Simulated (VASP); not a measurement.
# RbZnBr3 in VASP: settings compared, part 2 of 2

VASP 6.6.1.

### Step 4. Single point, PBE (epitaxial xy strain +2.0%)

The input, INCAR:

```
PREC     = Accurate       # precision mode
ENCUT    = 520            # plane-wave cutoff, eV
EDIFF    = 1E-7           # SCF threshold, eV
ISMEAR   = -1             # smearing method
SIGMA    = 0.02           # smearing width, eV
LREAL    = F              # projectors in reciprocal space
LASPH    = T              # aspherical terms in the spheres
NELM     = 80             # most SCF steps
ALGO     = Normal         # electronic algorithm
ISIF     = 2              # what is computed and relaxed
LWAVE    = F              # write WAVECAR
LCHARG   = F              # write CHGCAR
GGA      = PE             # functional
NBANDS   = 29             # bands
```

The input, KPOINTS:

```
regular mesh
0
Gamma
  6 6 6
```

The input, POSCAR:

```
RbZnBr3
1.0
    5.3535950305      0.0000000000      0.0000000000
    0.0000000000      5.3535950305      0.0000000000
    0.0000000000      0.0000000000      5.1604176240
Rb Zn Br
1 1 3
Direct
    0.0000000000      0.0000000000      0.0000000000
    0.5000000000      0.5000000000      0.5000000000
    0.5000000000      0.5000000000      0.0000000000
    0.5000000000      0.0000000000      0.5000000000
    0.0000000000      0.5000000000      0.5000000000
```

Potentials or basis: VASP PAW PBE potentials, release 64 (Rb_sv, Zn, Br).

Launch:

```bash
> cat potpaw_PBE.64/Rb_sv/POTCAR potpaw_PBE.64/Zn/POTCAR potpaw_PBE.64/Br/POTCAR > POTCAR
> mpirun -np 1 vasp_std > vasp.out
```

OUTCAR:

```text
PREC = Accurate
   ENCUT = 520
   EDIFF = 1E-7
   ISMEAR = -1
   LREAL = F
   LASPH = T
   NELM = 80
   ISIF = 2
   GGA = PE

 ion  position               nearest neighbor table
   1  0.000  0.000  0.000-   4 3.72   5 3.72   4 3.72   5 3.72   5 3.72   5 3.72   4 3.72   4 3.72
                             3 3.79   3 3.79   3 3.79   3 3.79
   2  0.500  0.500  0.500-   3 2.58   3 2.58   5 2.68   4 2.68   4 2.68   5 2.68
   3  0.500  0.500  0.000-   2 2.58   2 2.58   1 3.79   1 3.79   1 3.79   1 3.79
   4  0.500  0.000  0.500-   2 2.68   2 2.68   1 3.72   1 3.72   1 3.72   1 3.72
   5  0.000  0.500  0.500-   2 2.68   2 2.68   1 3.72   1 3.72   1 3.72   1 3.72

  LATTYP: Found a simple tetragonal cell.
 ALAT       =     5.3535950305
 C/A-ratio  =     0.9639163206

  Lattice vectors:

 A1 = (   5.3535950305,   0.0000000000,   0.0000000000)
 A2 = (   0.0000000000,   5.3535950305,   0.0000000000)
 A3 = (   0.0000000000,   0.0000000000,   5.1604176240)

Analysis of symmetry for initial positions (statically):
=====================================================================
 Subroutine PRICEL returns:
 Original cell was already a primitive cell.

 Routine SETGRP: Setting up the symmetry group for a
 simple tetragonal supercell.

 Subroutine GETGRP returns: Found 16 space group operations
 (whereof 16 operations were pure point group operations)
 out of a pool of 16 trial point group operations.

The static configuration has the point symmetry D_4h.

Analysis of symmetry for dynamics (positions and initial velocities):
=====================================================================
 Subroutine PRICEL returns:
 Original cell was already a primitive cell.

 Routine SETGRP: Setting up the symmetry group for a
 simple tetragonal supercell.

 Subroutine GETGRP returns: Found 16 space group operations
 (whereof 16 operations were pure point group operations)
 out of a pool of 16 trial point group operations.

The dynamic configuration has the point symmetry D_4h.

 Subroutine INISYM returns: Found 16 space group operations
 (whereof 16 operations are pure point group operations),
 and found     1 'primitive' translations

----------------------------------------------------------------------------------------

                                     Primitive cell

  volume of cell :     147.9026

  direct lattice vectors                    reciprocal lattice vectors
     5.353595031  0.000000000  0.000000000     0.186790371  0.000000000  0.000000000
     0.000000000  5.353595031  0.000000000     0.000000000  0.186790371  0.000000000
     0.000000000  0.000000000  5.160417624     0.000000000  0.000000000  0.193782766

  length of vectors
     5.353595031  5.353595031  5.160417624     0.186790371  0.186790371  0.193782766

  position of ions in fractional coordinates (direct lattice)
     0.000000000  0.000000000  0.000000000
     0.500000000  0.500000000  0.500000000
     0.500000000  0.500000000  0.000000000
     0.500000000  0.000000000  0.500000000
     0.000000000  0.500000000  0.500000000

  ion indices of the primitive-cell ions
   primitive index   ion index
                 1           1
[... 27 lines left out ...]
 ===========================================

 Found     40 irreducible k-points:

 Following reciprocal coordinates:
            Coordinates               Weight
  0.000000  0.000000  0.000000      1.000000
  0.166667  0.000000  0.000000      4.000000
  0.333333  0.000000  0.000000      4.000000
  0.500000  0.000000  0.000000      2.000000
  0.166667  0.166667  0.000000      4.000000
  0.333333  0.166667  0.000000      8.000000
[... 16 lines left out ...]
  0.333333  0.000000  0.333333      8.000000
  0.500000  0.000000  0.333333      4.000000
 [... further k-points ...]
   k-points           NKPTS =     40   k-points in BZ     NKDIM =     40   number of bands    NBANDS=     29
   number of dos      NEDOS =    301   number of ions     NIONS =      5
   total plane-waves  NPLWV =  64000
   dimension x,y,z NGX =    40 NGY =   40 NGZ =   40
   dimension x,y,z NGXF=    80 NGYF=   80 NGZF=   80
   ions per type =               1   1   3
   NGX,Y,Z   is equivalent  to a cutoff of  12.42, 12.42, 12.89 a.u.
   NGXF,Y,Z  is equivalent  to a cutoff of  24.84, 24.84, 25.77 a.u.
 SYSTEM =  unknown system
   PREC   = accura    normal or accurate (medium, high low for compatibility)
   ISTART =      0    job   : 0-new  1-cont  2-samecut
   ICHARG =      2    charge: 1-file 2-atom 10-const
   ISPIN  =      1    spin polarized calculation?
   LNONCOLLINEAR =      F non collinear calculations
   LSORBIT =      F    spin-orbit coupling
   LASPH  =      T    aspherical Exc in radial PAW
   ENCUT  =  520.0 eV  38.22 Ry    6.18 a.u.   9.95  9.95  9.59*2*pi/ulx,y,z
   NELM   =     80;   NELMIN=  2; NELMDL= -5     # of ELM steps
   EDIFF  = 0.1E-06   stopping-criterion for ELM
   LREAL  =      F    real-space projection
   EDIFFG = 0.1E-05   stopping-criterion for IOM
   NSW    =      0    number of steps for IOM
   IBRION =     -1    ionic relax: 0-MD 1-quasi-New 2-CG
   NFREE  =      0    steps in history (QN), initial steepest desc. (CG)
   ISIF   =      2    stress and relaxation
   ISYM   =      2    0-nonsym 1-usesym 2-fastsym
   POTIM  = 0.5000    time-step for ionic-motion
   TEBEG  =    0.0;   TEEND  =   0.0 temperature during run
   PSTRESS=    0.0 pullay stress
   NELECT =      42.0000    total number of electrons
   NUPDOWN=      -1.0000    fix difference up-down
   EMIN   =  10.00;   EMAX   =-10.00  energy-range for DOS
   EFERMI =   0.00;   METHOD = LEGACY
   ISMEAR =    -1;   SIGMA  =   0.02  broadening in eV -4-tet -1-fermi 0-gaus
   EFERMI_NEDOS =   21; number of points for ismear=-14 and -15
   IALGO  =     38    algorithm
   IMIX   =      4    mixing-type and parameters
     AMIX     =   0.40;   BMIX     =  1.00
     AMIX_MAG =   1.60;   BMIX_MAG =  1.00
  volume/ion in A,a.u.               =      29.58       199.62
  Fermi-wavevector in a.u.,A,eV,Ry     =   1.076050  2.033441 15.753976  1.157885
  Thomas-Fermi vector in A             =   2.211924
   LORBIT       =      0    0 simple, 1 ext, 2 COOP (PROOUT), +10 PAW based schemes
   GGA     = PE    functional components
   LHFCALC =     F    Hartree Fock is set to
   AEXX    =    0.0000 exact exchange contribution
   IVDW    =     0    specifies the selected vdW correction
   LEPSILON=     F    determine dielectric tensor
   LRPA    =     F    only Hartree local field effects (RPA)
 non-spin polarized calculation
  energy-cutoff  :      520.00
  volume of cell :      147.90
 maximum number of plane-waves:      4008
 NGX is ok and might be reduce to    40
   NGX = 19   NGY = 19   NGZ = 19

 number of electron      42.0000012 magnetization

 Free energy of the ion-electron system (eV)
  ---------------------------------------------------
  ext. energy  EPLUGINS =         0.00000000
  ---------------------------------------------------
  free energy    TOTEN  =       -12.71304657 eV

  energy without entropy =      -12.71289603  energy(sigma->0) =      -12.71297130

 E-fermi :   0.0634     XC(G=0):  -8.4281

 val. band max:       -0.0252637569   @ k =   0.5000   0.5000   0.5000
 cond. band min:       0.1103128568   @ k =   0.0000   0.0000   0.0000
 fundamental gap:      0.1355766137
 Fermi energy:         0.0633685347

 k-point     1 :       0.0000    0.0000    0.0000
  band No.  band energies     occupation
      1     -25.0552      2.00000
      2     -13.9732      2.00000
      3     -13.1927      2.00000
      4     -13.1167      2.00000
      5      -9.1636      2.00000
      6      -9.1636      2.00000
[... 757 lines left out ...]
     28       8.3260      0.00000
     29       8.4621      0.00000

 [... further k-points ...]

------------------------ aborting loop because EDIFF is reached ----------------------------------------

  FORCE on cell =-STRESS in cart. coord.  units (eV):
  Direction    XX          YY          ZZ          XY          YZ          ZX
  --------------------------------------------------------------------------------------
  -------------------------------------------------------------------------------------
  Total        0.2967746      0.2967746      1.2504153      0.0000000      0.0000000      0.0000000
  in kB        3.2148556      3.2148556     13.5453106      0.0000000      0.0000000      0.0000000
  external PRESSURE =       6.6583406 kB  Pullay stress =       0.0000000 kB

 VOLUME and BASIS-vectors are now :
 -----------------------------------------------------------------------------
  energy-cutoff  :      520.00
  volume of cell :      147.90
      direct lattice vectors                 reciprocal lattice vectors
     5.353595031  0.000000000  0.000000000     0.186790371  0.000000000  0.000000000
     0.000000000  5.353595031  0.000000000     0.000000000  0.186790371  0.000000000
     0.000000000  0.000000000  5.160417624     0.000000000  0.000000000  0.193782766

 POSITION                                       TOTAL-FORCE (eV/Angst)
 -----------------------------------------------------------------------------------
      0.00000      0.00000      0.00000         0.000000      0.000000      0.000000
      2.67680      2.67680      2.58021         0.000000      0.000000      0.000000
      2.67680      2.67680      0.00000         0.000000      0.000000      0.000000
      2.67680      0.00000      2.58021         0.000000      0.000000      0.000000
      0.00000      2.67680      2.58021         0.000000      0.000000      0.000000
 -----------------------------------------------------------------------------------
    total drift:                               -0.000000      0.000000     -0.000000

  FREE ENERGIE OF THE ION-ELECTRON SYSTEM (eV)
  ---------------------------------------------------
  free  energy   TOTEN  =       -12.7130465721 eV

  energy  without entropy=      -12.7128960295  energy(sigma->0) =      -12.71297130
```

It took 2.3 min on 1 thread of Intel Xeon 6975P-C, shared host; peak memory 0.34 GiB.

What came out:

* Free energy: -12.7130 eV
* Pressure: 0.7 GPa
* Band gap on the k mesh: 0.14 eV, indirect (least direct gap 0.60 eV)

Caveat: the cell differs from its parent crystal (epitaxial xy strain +2.0%).

### Step 5. Single point, r2SCAN (uniaxial z strain -3.0%)

Changes to POSCAR since step 4:

```diff
@@ -2,5 +2,5 @@
 1.0
-    5.3535950305      0.0000000000      0.0000000000
-    0.0000000000      5.3535950305      0.0000000000
-    0.0000000000      0.0000000000      5.1604176240
+    5.2486225789      0.0000000000      0.0000000000
+    0.0000000000      5.2486225789      0.0000000000
+    0.0000000000      0.0000000000      5.0911639016
 Rb Zn Br
```

The input, INCAR.step1:

```
SYSTEM = RbZnBr3
  PREC = Accurate
  ENCUT = 520
  ISMEAR = 0
  SIGMA = 0.01
  LREAL = .FALSE.
  LASPH = .TRUE.
  NELM = 60
  NBANDS = 29
  GGA = PE
  ALGO = Normal
  EDIFF = 1E-4
  LWAVE = .TRUE.
  LCHARG = .FALSE.
```

The input, INCAR.step2:

```
SYSTEM = RbZnBr3
  PREC = Accurate
  ENCUT = 520
  EDIFF = 1E-6
  ISMEAR = 0
  SIGMA = 0.01
  LREAL = .FALSE.
  LASPH = .TRUE.
  NELM = 60
  ALGO = Normal
  ISIF = 2
  LWAVE = .FALSE.
  LCHARG = .FALSE.
  METAGGA = R2SCAN
  LMIXTAU = .TRUE.
  NBANDS = 29
  ISTART = 1
```

The input, KPOINTS:

```
regular mesh
0
G
  6 6 6
  0 0 0
```

Launch:

```bash
> cat potpaw_PBE.64/Rb_sv/POTCAR potpaw_PBE.64/Zn/POTCAR potpaw_PBE.64/Br/POTCAR > POTCAR
> cp INCAR.step1 INCAR
> mpirun -np 1 vasp_std > vasp.out
> cp INCAR.step2 INCAR
> mpirun -np 1 vasp_std > vasp.out
```

Wall time 6.4 min (1 thread of Intel Xeon 6975P-C, shared host); peak memory 0.37 GiB.

The run converged. Its results:

```
Free energy            : -69.3458 eV
Pressure               : 1.2 GPa
Band gap on the k mesh : 0.82 eV, indirect (least direct gap 1.33 eV)
```

Stress tensor (GPa, compression positive):
```
0.84 0.00 0.00
0.00 0.84 0.00
0.00 0.00 1.93
```

Levels at points of the mesh, in eV from the valence-band top:
| k point | band 19 | band 20 | band 21 | band 22 | band 23 | band 24 |
| --- | --- | --- | --- | --- | --- | --- |
| (0.00, 0.00, 0.00) | -0.55 | -0.51 | -0.51 | 0.82 | 5.43 | 6.38 |
| (0.50, 0.00, 0.00) | -1.17 | -0.78 | -0.73 | 3.85 | 6.99 | 7.52 |
| (0.50, 0.50, 0.00) | -1.29 | -0.36 | -0.10 | 5.67 | 6.82 | 6.82 |
| (0.00, 0.00, 0.50) | -1.24 | -0.78 | -0.78 | 4.27 | 7.15 | 7.55 |
| (0.50, 0.00, 0.50) | -1.33 | -0.28 | -0.03 | 6.01 | 6.70 | 7.04 |
| (0.50, 0.50, 0.50) | -0.07 | 0.00 | 0.00 | 5.74 | 5.74 | 6.06 |

Caveat: the cell differs from its parent crystal (uniaxial z strain -3.0%); the PAW data sets were made with another functional, which shifts forces and pressure a little.

### Step 6. Overview

| level | cell | smearing | gap on the mesh (eV) | pressure (GPa) |
| --- | --- | --- | --- | --- |
| r2SCAN | a = 5.249 Å, 5 atoms | gaussian 0.01 eV | 0.77 | 0.1 |
| PBE | a = 5.144, b = 5.249, c = 5.249 Å, 5 atoms | fermi-dirac 0.02 eV | 0.22 | 2.1 |
| PBE | a = 5.354, b = 5.354, c = 5.160 Å, 5 atoms | fermi-dirac 0.02 eV | 0.14 | 0.7 |
| r2SCAN | a = 5.249, b = 5.249, c = 5.091 Å, 5 atoms | gaussian 0.01 eV | 0.82 | 1.2 |

Alike in all rows: task single point; potentials or basis VASP PAW PBE potentials, release 64 (Rb_sv, Zn, Br); no spin polarisation; k mesh 6 × 6 × 6; cutoff (eV) 520.

Caveats: the PAW data sets were made with another functional, which shifts forces and pressure a little (some runs).

Total energies depend on the potentials used, so only differences within one code and one set of settings carry meaning.
